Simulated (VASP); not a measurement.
# HgTe (Fm-3m) in VASP: further runs, part 2 of 2

VASP 6.6.1. Earlier steps stand in the parts before.

### Step 4. Single point, LDA

Contents of INCAR:

```
  PREC = Accurate
  ENCUT = 520
  EDIFF = 1E-6
  ISMEAR = -1
  SIGMA = 0.05
  LREAL = F
  LASPH = T
  NELM = 80
  ALGO = Normal
  ISIF = 2
  LWAVE = F
  LCHARG = T
  LELF = T
  LVHAR = T
  NBANDS = 16
```

Contents of KPOINTS:

```
regular mesh
0
Gamma
  7 7 7
```

Contents of POSCAR:

```
HgTe
1.0
    0.0000000000      3.1800000000      3.1800000000
    3.1800000000      0.0000000000      3.1800000000
    3.1800000000      3.1800000000      0.0000000000
Hg Te
1 1
Direct
    0.0000000000      0.0000000000      0.0000000000
    0.5000000000      0.5000000000      0.5000000000
```

Potentials or basis: VASP PAW LDA potentials, release 64 (Hg, Te).

Started as:

```console
$ cat potpaw_LDA.64/Hg/POTCAR potpaw_LDA.64/Te/POTCAR > POTCAR
$ mpirun -np 1 vasp_std > vasp.out
```

OUTCAR:

```text
PREC = Accurate
   ENCUT = 520
   EDIFF = 1E-6
   ISMEAR = -1
   LREAL = F
   LASPH = T
   NELM = 80
   ISIF = 2

 ion  position               nearest neighbor table
   1  0.000  0.000  0.000-   2 3.18   2 3.18   2 3.18   2 3.18   2 3.18   2 3.18
   2  0.500  0.500  0.500-   1 3.18   1 3.18   1 3.18   1 3.18   1 3.18   1 3.18

  LATTYP: Found a face centered cubic cell.
 ALAT       =     6.3600000000

  Lattice vectors:

 A1 = (   0.0000000000,   3.1800000000,   3.1800000000)
 A2 = (   3.1800000000,   0.0000000000,   3.1800000000)
 A3 = (   3.1800000000,   3.1800000000,   0.0000000000)

Analysis of symmetry for initial positions (statically):
=====================================================================
 Subroutine PRICEL returns:
 Original cell was already a primitive cell.

 Routine SETGRP: Setting up the symmetry group for a
 face centered cubic supercell.

 Subroutine GETGRP returns: Found 48 space group operations
 (whereof 48 operations were pure point group operations)
 out of a pool of 48 trial point group operations.

The static configuration has the point symmetry O_h .

Analysis of symmetry for dynamics (positions and initial velocities):
=====================================================================
 Subroutine PRICEL returns:
 Original cell was already a primitive cell.

 Routine SETGRP: Setting up the symmetry group for a
 face centered cubic supercell.

 Subroutine GETGRP returns: Found 48 space group operations
 (whereof 48 operations were pure point group operations)
 out of a pool of 48 trial point group operations.

The dynamic configuration has the point symmetry O_h .

 Subroutine INISYM returns: Found 48 space group operations
 (whereof 48 operations are pure point group operations),
 and found     1 'primitive' translations

[... 106 lines left out ...]
   IALGO  =     38    algorithm
   IMIX   =      4    mixing-type and parameters
     AMIX     =   0.40;   BMIX     =  1.00
     AMIX_MAG =   1.60;   BMIX_MAG =  1.00
  volume/ion in A,a.u.               =      32.16       217.01
  Fermi-wavevector in a.u.,A,eV,Ry     =   1.070850  2.023613 15.602062  1.146719
  Thomas-Fermi vector in A             =   2.206572
   LORBIT       =      0    0 simple, 1 ext, 2 COOP (PROOUT), +10 PAW based schemes
   GGA     = CA    functional components
   LHFCALC =     F    Hartree Fock is set to
   AEXX    =    0.0000 exact exchange contribution
   IVDW    =     0    specifies the selected vdW correction
   LEPSILON=     F    determine dielectric tensor
   LRPA    =     F    only Hartree local field effects (RPA)
 non-spin polarized calculation
  energy-cutoff  :      520.00
  volume of cell :       64.31
 maximum number of plane-waves:      1759
 NGX is ok and might be reduce to    36
   NGX = 17   NGY = 17   NGZ = 17

 number of electron      17.9999998 magnetization

 Free energy of the ion-electron system (eV)
  ---------------------------------------------------
  ext. energy  EPLUGINS =         0.00000000
  ---------------------------------------------------
  free energy    TOTEN  =        -4.59279387 eV

  energy without entropy =       -4.58400376  energy(sigma->0) =       -4.58839882

 E-fermi :   2.9171     XC(G=0):  -9.5735

 val. band max:        2.9033567612   @ k =  -0.1429   0.1429   0.0000
 cond. band min:       3.0139506347   @ k =   0.4286   0.0000   0.0000
 fundamental gap:      0.1105938735
 Fermi energy:         2.9171391470

 k-point     1 :       0.0000    0.0000    0.0000
  band No.  band energies     occupation
      1      -8.4075      2.00000
      2      -3.3922      2.00000
      3      -3.3922      2.00000
      4      -3.3373      2.00000
      5      -3.3373      2.00000
      6      -3.3373      2.00000
[... 357 lines left out ...]
      3      -3.3742      2.00000
      4      -3.3087      2.00000
      5      -3.1770      2.00000
      6      -2.9771      2.00000
[... 8 lines left out ...]
     15      12.8416      0.00000
     16      14.9555      0.00000

------------------------ aborting loop because EDIFF is reached ----------------------------------------

  FORCE on cell =-STRESS in cart. coord.  units (eV):
  Direction    XX          YY          ZZ          XY          YZ          ZX
  --------------------------------------------------------------------------------------
  -------------------------------------------------------------------------------------
  Total       -3.0913638     -3.0913638     -3.0913638     -0.0000000     -0.0000000      0.0000000
  in kB      -77.0103931    -77.0103931    -77.0103931     -0.0000000     -0.0000000      0.0000000
  external PRESSURE =     -77.0103931 kB  Pullay stress =       0.0000000 kB

 VOLUME and BASIS-vectors are now :
 -----------------------------------------------------------------------------
  energy-cutoff  :      520.00
  volume of cell :       64.31
      direct lattice vectors                 reciprocal lattice vectors
     0.000000000  3.180000000  3.180000000    -0.157232704  0.157232704  0.157232704
     3.180000000  0.000000000  3.180000000     0.157232704 -0.157232704  0.157232704
     3.180000000  3.180000000  0.000000000     0.157232704  0.157232704 -0.157232704

 POSITION                                       TOTAL-FORCE (eV/Angst)
 -----------------------------------------------------------------------------------
      0.00000      0.00000      0.00000         0.000000      0.000000      0.000000
      3.18000      3.18000      3.18000        -0.000000      0.000000     -0.000000
 -----------------------------------------------------------------------------------
    total drift:                               -0.000000      0.000000      0.000000

  FREE ENERGIE OF THE ION-ELECTRON SYSTEM (eV)
  ---------------------------------------------------
  free  energy   TOTEN  =        -4.5927938731 eV

  energy  without entropy=       -4.5840037597  energy(sigma->0) =       -4.58839882
```

OSZICAR:

```text
N       E                     dE             d eps       ncg     rms          rms(c)
DAV:   1     0.101266722540E+03    0.10127E+03   -0.79556E+03   640   0.980E+02
DAV:   2    -0.123087687751E+01   -0.10250E+03   -0.94839E+02   728   0.221E+02
DAV:   3    -0.475704628472E+01   -0.35262E+01   -0.35155E+01   800   0.431E+01
DAV:   4    -0.478526280765E+01   -0.28217E-01   -0.28215E-01   896   0.351E+00
DAV:   5    -0.478547039058E+01   -0.20758E-03   -0.20758E-03   832   0.231E-01    0.518E+00
DAV:   6    -0.460438446788E+01    0.18109E+00   -0.37472E-01   744   0.716E+00    0.427E+00
DAV:   7    -0.459568041158E+01    0.87041E-02   -0.45607E-02   760   0.144E+00    0.179E+00
DAV:   8    -0.459303086308E+01    0.26495E-02   -0.40121E-03   720   0.676E-01    0.336E-01
DAV:   9    -0.459278836631E+01    0.24250E-03   -0.37710E-04   856   0.159E-01    0.481E-02
DAV:  10    -0.459279237772E+01   -0.40114E-05   -0.30066E-05   720   0.495E-02    0.289E-02
DAV:  11    -0.459279394019E+01   -0.15625E-05   -0.21682E-06   752   0.101E-02    0.508E-03
DAV:  12    -0.459279387313E+01    0.67061E-07   -0.28122E-07   368   0.482E-03
   1 F= -.45927939E+01 E0= -.45883988E+01  d E =-.879011E-02
```

Wall time 14 s (1 thread of AMD EPYC 9R45 (Zen 5), shared host); peak memory 0.14 GiB.

Results:

| Quantity | Value |
| --- | --- |
| Free energy | -4.5928 eV |
| Pressure | -7.7 GPa |
| Band gap on the k mesh | zero (band 9 reaches 3.07 eV, above the bottom of band 10 at 1.13 eV) |

Caveat: spin-orbit coupling is left out, which moves the levels of the heavy elements.

### Step 5. Overview

```csv
level,potentials or basis,smearing,gap on the mesh (eV),pressure (GPa)
PBE,"VASP PAW PBE potentials, release 64 (Hg, Te)",gaussian 0.011 eV,none,-3.7
PBE,"VASP PAW PBE potentials, release 64 (Hg, Te)",fermi-dirac 0.05 eV,none,-3.7
LDA,"VASP PAW LDA potentials, release 64 (Hg, Te)",fermi-dirac 0.05 eV,none,-7.7
```

Alike in all rows: task single point; no spin polarisation; cell as given; k mesh 7 × 7 × 7; cutoff (eV) 520.

Caveats: spin-orbit coupling is left out, which moves the levels of the heavy elements.

Total energies depend on the potentials used, so only differences within one code and one set of settings carry meaning.
